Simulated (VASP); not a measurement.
# InP (Pm-3m) in VASP: notebook

The runs below take InP through single point, relaxation of cell and atoms, with r2SCAN.

Everything below comes from runs of VASP 6.6.1. Logs are shortened: lines on timing, memory, paths and dates and some standing lists are left out, and cuts for length are marked.

### 1 The cell of the first run

Symmetry: Pm-3m, No. 221, cubic system. The conventional cell has a = 3.413 Å, b = 3.413 Å, c = 3.413 Å, α = 90.00°, β = 90.00°, γ = 90.00°. Within 3.9 Å of In (site symmetry m-3m) lie 8 P at 2.96 Å and 6 In at 3.41 Å. P (site symmetry m-3m) has 8 In at 2.96 Å and 6 P at 3.41 Å within 3.9 Å.

### 2 Single point, r2SCAN

Contents of POSCAR:

```
InP
1.0
    3.4134140339      0.0000000000      0.0000000000
    0.0000000000      3.4134140339      0.0000000000
    0.0000000000      0.0000000000      3.4134140339
In P
1 1
Direct
    0.0000000000      0.0000000000      0.0000000000
    0.5000000000      0.5000000000      0.5000000000
```

Contents of INCAR.step1:

```
SYSTEM = InP
PREC = Accurate ; ENCUT = 520
ISMEAR = -1 ; SIGMA = 0.02
LREAL = .False. ; LASPH = .True.
NELM = 100 ; NBANDS = 16
GGA = PE ; ALGO = Normal
EDIFF = 1E-4 ; LWAVE = .True.
LCHARG = .False.
```

Contents of INCAR.step2:

```
SYSTEM = InP
PREC = Accurate ; ENCUT = 520
EDIFF = 1E-6 ; ISMEAR = -1
SIGMA = 0.02 ; LREAL = .False.
LASPH = .True. ; NELM = 100
ALGO = Normal ; ISIF = 2
LWAVE = .False. ; LCHARG = .False.
METAGGA = R2SCAN ; LMIXTAU = .True.
NBANDS = 16 ; ISTART = 1
```

Contents of KPOINTS:

```
Automatic mesh
0
Gamma
  8 8 8
  0 0 0
```

Potentials or basis: VASP PAW PBE potentials, release 64 (In_d, P).

On the command line:

```sh
> cat potpaw_PBE.64/In_d/POTCAR potpaw_PBE.64/P/POTCAR > POTCAR
> cp INCAR.step1 INCAR
> mpirun -np 1 vasp_std > vasp.out
> cp INCAR.step2 INCAR
> mpirun -np 1 vasp_std > vasp.out
```

OUTCAR:

```text
SYSTEM = InP
   PREC = Accurate
   ENCUT = 520
   EDIFF = 1E-6
   ISMEAR = -1
   LREAL = .False.
   LASPH = .True.
   NELM = 100
   ISIF = 2
   METAGGA = R2SCAN
   ISTART = 1

 ion  position               nearest neighbor table
   1  0.000  0.000  0.000-   2 2.96   2 2.96   2 2.96   2 2.96   2 2.96   2 2.96   2 2.96   2 2.96

   2  0.500  0.500  0.500-   1 2.96   1 2.96   1 2.96   1 2.96   1 2.96   1 2.96   1 2.96   1 2.96

  LATTYP: Found a simple cubic cell.
 ALAT       =     3.4134140339

  Lattice vectors:

 A1 = (   3.4134140339,   0.0000000000,   0.0000000000)
 A2 = (   0.0000000000,   3.4134140339,   0.0000000000)
 A3 = (   0.0000000000,   0.0000000000,   3.4134140339)

Analysis of symmetry for initial positions (statically):
=====================================================================
 Subroutine PRICEL returns:
 Original cell was already a primitive cell.

 Routine SETGRP: Setting up the symmetry group for a
 simple cubic supercell.

 Subroutine GETGRP returns: Found 48 space group operations
 (whereof 48 operations were pure point group operations)
 out of a pool of 48 trial point group operations.

The static configuration has the point symmetry O_h .

Analysis of symmetry for dynamics (positions and initial velocities):
=====================================================================
 Subroutine PRICEL returns:
 Original cell was already a primitive cell.

 Routine SETGRP: Setting up the symmetry group for a
 simple cubic supercell.

 Subroutine GETGRP returns: Found 48 space group operations
 (whereof 48 operations were pure point group operations)
 out of a pool of 48 trial point group operations.

The dynamic configuration has the point symmetry O_h .

 Subroutine INISYM returns: Found 48 space group operations
 (whereof 48 operations are pure point group operations),
 and found     1 'primitive' translations

----------------------------------------------------------------------------------------

                                     Primitive cell

  volume of cell :      39.7710

  direct lattice vectors                    reciprocal lattice vectors
     3.413414034  0.000000000  0.000000000     0.292961824  0.000000000  0.000000000
     0.000000000  3.413414034  0.000000000     0.000000000  0.292961824  0.000000000
     0.000000000  0.000000000  3.413414034     0.000000000  0.000000000  0.292961824

  length of vectors
     3.413414034  3.413414034  3.413414034     0.292961824  0.292961824  0.292961824

  position of ions in fractional coordinates (direct lattice)
     0.000000000  0.000000000  0.000000000
     0.500000000  0.500000000  0.500000000

  ion indices of the primitive-cell ions
   primitive index   ion index
                 1           1
                 2           2

----------------------------------------------------------------------------------------

 KPOINTS: Automatic mesh

Automatic generation of k-mesh.
 Grid dimensions read from file:
 generate k-points for:    8    8    8

 Generating k-lattice:

  Cartesian coordinates                     Fractional coordinates (reciprocal lattice)
     0.036620228  0.000000000  0.000000000     0.125000000  0.000000000  0.000000000
     0.000000000  0.036620228  0.000000000     0.000000000  0.125000000  0.000000000
     0.000000000  0.000000000  0.036620228     0.000000000  0.000000000  0.125000000

  Length of vectors
     0.036620228  0.036620228  0.036620228

  Shift w.r.t. Gamma in fractional coordinates (k-lattice)
     0.000000000  0.000000000  0.000000000

 Subroutine IBZKPT returns following result:
 ===========================================

 Found     35 irreducible k-points:

 Following reciprocal coordinates:
            Coordinates               Weight
  0.000000  0.000000  0.000000      1.000000
  0.125000  0.000000  0.000000      6.000000
  0.250000  0.000000  0.000000      6.000000
  0.375000  0.000000  0.000000      6.000000
  0.500000  0.000000  0.000000      3.000000
  0.125000  0.125000  0.000000     12.000000
[... 16 lines left out ...]
  0.375000  0.375000  0.125000     24.000000
  0.500000  0.375000  0.125000     24.000000
 [... further k-points ...]
   k-points           NKPTS =     35   k-points in BZ     NKDIM =     35   number of bands    NBANDS=     16
   number of dos      NEDOS =    301   number of ions     NIONS =      2
   total plane-waves  NPLWV =  21952
   dimension x,y,z NGX =    28 NGY =   28 NGZ =   28
   dimension x,y,z NGXF=    56 NGYF=   56 NGZF=   56
   ions per type =               1   1
   NGX,Y,Z   is equivalent  to a cutoff of  13.64, 13.64, 13.64 a.u.
   NGXF,Y,Z  is equivalent  to a cutoff of  27.27, 27.27, 27.27 a.u.
 SYSTEM =  InP
   PREC   = accura    normal or accurate (medium, high low for compatibility)
   ISTART =      1    job   : 0-new  1-cont  2-samecut
   ICHARG =      0    charge: 1-file 2-atom 10-const
   ISPIN  =      1    spin polarized calculation?
   LNONCOLLINEAR =      F non collinear calculations
   LSORBIT =      F    spin-orbit coupling
   LASPH  =      T    aspherical Exc in radial PAW
   ENCUT  =  520.0 eV  38.22 Ry    6.18 a.u.   6.35  6.35  6.35*2*pi/ulx,y,z
   NELM   =    100;   NELMIN=  2; NELMDL=  0     # of ELM steps
   EDIFF  = 0.1E-05   stopping-criterion for ELM
   LREAL  =      F    real-space projection
   EDIFFG = 0.1E-04   stopping-criterion for IOM
   NSW    =      0    number of steps for IOM
   IBRION =     -1    ionic relax: 0-MD 1-quasi-New 2-CG
   NFREE  =      0    steps in history (QN), initial steepest desc. (CG)
   ISIF   =      2    stress and relaxation
   ISYM   =      2    0-nonsym 1-usesym 2-fastsym
   POTIM  = 0.5000    time-step for ionic-motion
   TEBEG  =    0.0;   TEEND  =   0.0 temperature during run
   PSTRESS=    0.0 pullay stress
   NELECT =      18.0000    total number of electrons
   NUPDOWN=      -1.0000    fix difference up-down
   EMIN   =  10.00;   EMAX   =-10.00  energy-range for DOS
   EFERMI =   0.00;   METHOD = LEGACY
   ISMEAR =    -1;   SIGMA  =   0.02  broadening in eV -4-tet -1-fermi 0-gaus
   EFERMI_NEDOS =   21; number of points for ismear=-14 and -15
   IALGO  =     38    algorithm
   IMIX   =      4    mixing-type and parameters
     AMIX     =   0.40;   BMIX     =  1.00
     AMIX_MAG =   1.60;   BMIX_MAG =  1.00
  volume/ion in A,a.u.               =      19.89       134.19
  Fermi-wavevector in a.u.,A,eV,Ry     =   1.256927  2.375247 21.495372  1.579865
  Thomas-Fermi vector in A             =   2.390611
   LORBIT       =      0    0 simple, 1 ext, 2 COOP (PROOUT), +10 PAW based schemes
   METAGGA = R2SCAN    functional components
   LHFCALC =     F    Hartree Fock is set to
   AEXX    =    0.0000 exact exchange contribution
   IVDW    =     0    specifies the selected vdW correction
   LEPSILON=     F    determine dielectric tensor
   LRPA    =     F    only Hartree local field effects (RPA)
 non-spin polarized calculation
  energy-cutoff  :      520.00
  volume of cell :       39.77
 maximum number of plane-waves:      1108
 NGX is ok and might be reduce to    28
   NGX = 13   NGY = 13   NGZ = 13

 number of electron      17.9999992 magnetization

 Free energy of the ion-electron system (eV)
  ---------------------------------------------------
  ext. energy  EPLUGINS =         0.00000000
  ---------------------------------------------------
  free energy    TOTEN  =       -30.75671207 eV

  energy without entropy =      -30.75311170  energy(sigma->0) =      -30.75491188

 E-fermi :   8.1397     XC(G=0): -11.5216

 val. band max:        8.1334460694   @ k =   0.5000   0.2500   0.1250
 cond. band min:       8.1750578113   @ k =   0.5000   0.2500   0.2500
 fundamental gap:      0.0416117419
 Fermi energy:         8.1397046199

 k-point     1 :       0.0000    0.0000    0.0000
  band No.  band energies     occupation
      1      -7.0486      2.00000
      2      -7.0486      2.00000
      3      -6.7558      2.00000
      4      -6.7558      2.00000
      5      -6.7558      2.00000
      6      -5.1156      2.00000
[... 8 lines left out ...]
     15      19.0874      0.00000
     16      21.8340      0.00000

 k-point     2 :       0.1250    0.0000    0.0000
  band No.  band energies     occupation
      1      -7.0449      2.00000
      2      -7.0152      2.00000
      3      -6.7727      2.00000
      4      -6.7727      2.00000
      5      -6.7539      2.00000
      6      -4.9310      2.00000
[... 8 lines left out ...]
     15      18.3338      0.00000
     16      21.8492      0.00000

 k-point     3 :       0.2500    0.0000    0.0000
  band No.  band energies     occupation
      1      -7.0360      2.00000
      2      -6.9363      2.00000
      3      -6.8129      2.00000
      4      -6.8129      2.00000
      5      -6.7495      2.00000
      6      -4.3969      2.00000
[... 8 lines left out ...]
     15      18.4693      0.00000
     16      20.7194      0.00000

 k-point     4 :       0.3750    0.0000    0.0000
  band No.  band energies     occupation
      1      -7.0271      2.00000
      2      -6.8593      2.00000
      3      -6.8526      2.00000
      4      -6.8526      2.00000
      5      -6.7450      2.00000
      6      -3.6312      2.00000
[... 8 lines left out ...]
     15      19.1229      0.00000
     16      21.4925      0.00000

 k-point     5 :       0.5000    0.0000    0.0000
  band No.  band energies     occupation
      1      -7.0235      2.00000
      2      -6.8690      2.00000
      3      -6.8690      2.00000
      4      -6.8278      2.00000
      5      -6.7432      2.00000
      6      -3.1479      2.00000
[... 8 lines left out ...]
     15      18.4799      0.00000
     16      21.9444      0.00000

 k-point     6 :       0.1250    0.1250    0.0000
  band No.  band energies     occupation
      1      -7.0269      2.00000
      2      -6.9954      2.00000
      3      -6.7966      2.00000
      4      -6.7727      2.00000
      5      -6.7682      2.00000
      6      -4.7401      2.00000
[... 8 lines left out ...]
     15      18.8209      0.00000
     16      20.6215      0.00000

 k-point     7 :       0.2500    0.1250    0.0000
  band No.  band energies     occupation
      1      -7.0129      2.00000
      2      -6.9194      2.00000
      3      -6.8505      2.00000
      4      -6.8102      2.00000
      5      -6.7650      2.00000
      6      -4.1941      2.00000
[... 8 lines left out ...]
     15      18.8563      0.00000
     16      20.3851      0.00000

 k-point     8 :       0.3750    0.1250    0.0000
  band No.  band energies     occupation
      1      -7.0032      2.00000
      2      -6.9007      2.00000
      3      -6.8490      2.00000
      4      -6.8407      2.00000
      5      -6.7599      2.00000
      6      -3.4191      2.00000
[... 8 lines left out ...]
     15      20.2438      0.00000
     16      20.7237      0.00000

 k-point     9 :       0.5000    0.1250    0.0000
  band No.  band energies     occupation
      1      -6.9992      2.00000
      2      -6.9207      2.00000
      3      -6.8649      2.00000
      4      -6.8083      2.00000
      5      -6.7578      2.00000
      6      -2.9315      2.00000
[... 8 lines left out ...]
     15      19.6923      0.00000
     16      20.9469      0.00000
[... 172 lines left out ...]
 k-point    19 :       0.5000    0.1250    0.1250
  band No.  band energies     occupation
      1      -6.9710      2.00000
      2      -6.9347      2.00000
      3      -6.8908      2.00000
      4      -6.7959      2.00000
      5      -6.7717      2.00000
      6      -2.7300      2.00000
[... 8 lines left out ...]
     15      19.8571      0.00000
     16      20.4430      0.00000

 k-point    20 :       0.2500    0.2500    0.1250
  band No.  band energies     occupation
      1      -6.9437      2.00000
      2      -6.9272      2.00000
      3      -6.8578      2.00000
      4      -6.8337      2.00000
      5      -6.8174      2.00000
      6      -3.4350      2.00000
[... 8 lines left out ...]
     15      18.3417      0.00000
     16      21.8109      0.00000

 k-point    21 :       0.3750    0.2500    0.1250
  band No.  band energies     occupation
      1      -6.9987      2.00000
      2      -6.9233      2.00000
      3      -6.8701      2.00000
      4      -6.8198      2.00000
      5      -6.7738      2.00000
      6      -2.6601      2.00000
[... 8 lines left out ...]
     15      19.4174      0.00000
     16      20.8591      0.00000

 k-point    22 :       0.5000    0.2500    0.1250
  band No.  band energies     occupation
      1      -7.0253      2.00000
      2      -6.9178      2.00000
      3      -6.8878      2.00000
      4      -6.8153      2.00000
      5      -6.7404      2.00000
      6      -2.1844      2.00000
[... 8 lines left out ...]
     15      19.2592      0.00000
     16      20.2388      0.00000

 k-point    23 :       0.3750    0.3750    0.1250
  band No.  band energies     occupation
      1      -7.0831      2.00000
      2      -6.8941      2.00000
      3      -6.8608      2.00000
      4      -6.8551      2.00000
      5      -6.7033      2.00000
      6      -1.9169      2.00000
[... 8 lines left out ...]
     15      20.0591      0.00000
     16      20.1214      0.00000

 k-point    24 :       0.5000    0.3750    0.1250
  band No.  band energies     occupation
      1      -7.1162      2.00000
      2      -6.8851      2.00000
      3      -6.8747      2.00000
      4      -6.8528      2.00000
      5      -6.6699      2.00000
      6      -1.4848      2.00000
[... 8 lines left out ...]
     15      19.8579      0.00000
     16      20.2271      0.00000

 [... further k-points ...]

------------------------ aborting loop because EDIFF is reached ----------------------------------------

  FORCE on cell =-STRESS in cart. coord.  units (eV):
  Direction    XX          YY          ZZ          XY          YZ          ZX
  --------------------------------------------------------------------------------------
  -------------------------------------------------------------------------------------
  Total        0.1506134      0.1506134      0.1506134     -0.0000000      0.0000000     -0.0000000
  in kB        6.0674640      6.0674640      6.0674640     -0.0000000      0.0000000     -0.0000000
  external PRESSURE =       6.0674640 kB  Pullay stress =       0.0000000 kB

 VOLUME and BASIS-vectors are now :
 -----------------------------------------------------------------------------
  energy-cutoff  :      520.00
  volume of cell :       39.77
      direct lattice vectors                 reciprocal lattice vectors
     3.413414034  0.000000000  0.000000000     0.292961824  0.000000000  0.000000000
     0.000000000  3.413414034  0.000000000     0.000000000  0.292961824  0.000000000
     0.000000000  0.000000000  3.413414034     0.000000000  0.000000000  0.292961824

 POSITION                                       TOTAL-FORCE (eV/Angst)
 -----------------------------------------------------------------------------------
      0.00000      0.00000      0.00000         0.000000      0.000000      0.000000
      1.70671      1.70671      1.70671         0.000000      0.000000      0.000000
 -----------------------------------------------------------------------------------
    total drift:                               -0.000000      0.000000     -0.000000

  FREE ENERGIE OF THE ION-ELECTRON SYSTEM (eV)
  ---------------------------------------------------
  free  energy   TOTEN  =       -30.7567120669 eV

  energy  without entropy=      -30.7531116982  energy(sigma->0) =      -30.75491188
```

It took 2.3 min on 1 thread of Intel Xeon 8259CL, shared host; peak memory 0.18 GiB.

Results:

```yaml
Free_energy: -30.7567 eV
Pressure: 0.6 GPa
Band_gap_on_the_k_mesh: zero (bands 9 and 10 overlap by 2.67 eV)
```

Caveat: the PAW data sets were made with another functional, which shifts forces and pressure a little; spin-orbit coupling is left out, which moves the levels of the heavy elements.

### 3 Relaxation of cell and atoms, r2SCAN

This run uses another cell than the first one, of 20.51 Å³/atom.

Contents of POSCAR:

```
InP
1.0
    3.4485320076      0.0000000000      0.0000000000
    0.0000000000      3.4485320076      0.0000000000
    0.0000000000      0.0000000000      3.4485320076
In P
1 1
Direct
    0.0000000000      0.0000000000      0.0000000000
    0.5000000000      0.5000000000      0.5000000000
```

Contents of INCAR.step1:

```
  PREC = Accurate
  ENCUT = 600
  ISMEAR = -1
  SIGMA = 0.02
  LREAL = F
  LASPH = T
  NELM = 80
  GGA = PE
  ALGO = Normal
  EDIFF = 1E-4
  LWAVE = T
  LCHARG = F
```

Contents of INCAR.step2:

```
  PREC = Accurate
  ENCUT = 600
  EDIFF = 1E-7
  ISMEAR = -1
  SIGMA = 0.02
  LREAL = F
  LASPH = T
  NELM = 80
  ALGO = Normal
  ISIF = 3
  LWAVE = F
  LCHARG = F
  METAGGA = R2SCAN
  LMIXTAU = T
  IBRION = 2
  NSW = 80
  EDIFFG = -0.005
  ISTART = 1
```

Contents of KPOINTS:

```
regular mesh
0
Gamma
  6 6 6
```

Potentials or basis: VASP PAW PBE potentials, release 64 (In_d, P).

On the command line:

```sh
> cat potpaw_PBE.64/In_d/POTCAR potpaw_PBE.64/P/POTCAR > POTCAR
> cp INCAR.step1 INCAR
> mpirun -np 1 vasp_std > vasp.out
> cp INCAR.step2 INCAR
> mpirun -np 1 vasp_std > vasp.out
```

It took 4.4 min on 1 thread of Intel Xeon 8259CL, shared host; peak memory 0.18 GiB.

The run converged. Its results:

```
Free energy                           : -30.7836 eV
Relaxed volume                        : 19.92 Å³/atom
Relaxed cell                          : a = 3.415 Å, b = 3.415 Å, c = 3.415 Å, α = 90.00°, β = 90.00°, γ = 90.00°
Space group after relaxing (to 0.1 Å) : Pm-3m (No. 221)
Energy gained by relaxing             : 3.9 meV/atom
Ionic steps                           : 3
Pressure after relaxing               : 0.0 GPa
```

Step by step:
```
step  energy change (eV)  largest force (eV/Å)  pressure (GPa)  volume (Å³)
   1              0.0000                0.0000           -2.06        41.01
   2             -0.0069                0.0000            0.74        39.46
   3             -0.0078                0.0000            0.00        39.84
```

Final structure:
```cif
data_structure
_symmetry_space_group_name_H-M 'P 1'
_symmetry_Int_Tables_number 1
_cell_length_a 3.4153
_cell_length_b 3.4153
_cell_length_c 3.4153
_cell_angle_alpha 90.000
_cell_angle_beta 90.000
_cell_angle_gamma 90.000
_cell_volume 39.84
loop_
_atom_site_label
_atom_site_type_symbol
_atom_site_fract_x
_atom_site_fract_y
_atom_site_fract_z
_atom_site_occupancy
In1 In 0.00000 0.00000 0.00000 1
P1 P 0.50000 0.50000 0.50000 1
```

Levels at points of the mesh, in eV from the Fermi level:
```
           k point  band 6  band 7  band 8  band 9  band 10  band 11  band 12  band 13
(0.00, 0.00, 0.00)  -13.39   -1.27   -1.11   -1.11    -1.11     4.97     4.97    10.78
(0.50, 0.00, 0.00)  -11.42   -8.03    0.67    0.67     3.06     4.01     5.23     5.23
(0.50, 0.50, 0.00)   -9.45   -5.31   -5.31   -3.88     1.10     7.25     7.25     8.24
(0.50, 0.50, 0.50)   -8.82   -2.61   -2.61   -2.61    -0.49    -0.27    -0.27    -0.27
```

Caveat: the highest band is partly filled, so the run has too few bands; the PAW data sets were made with another functional, which shifts forces and pressure a little; spin-orbit coupling is left out, which moves the levels of the heavy elements.
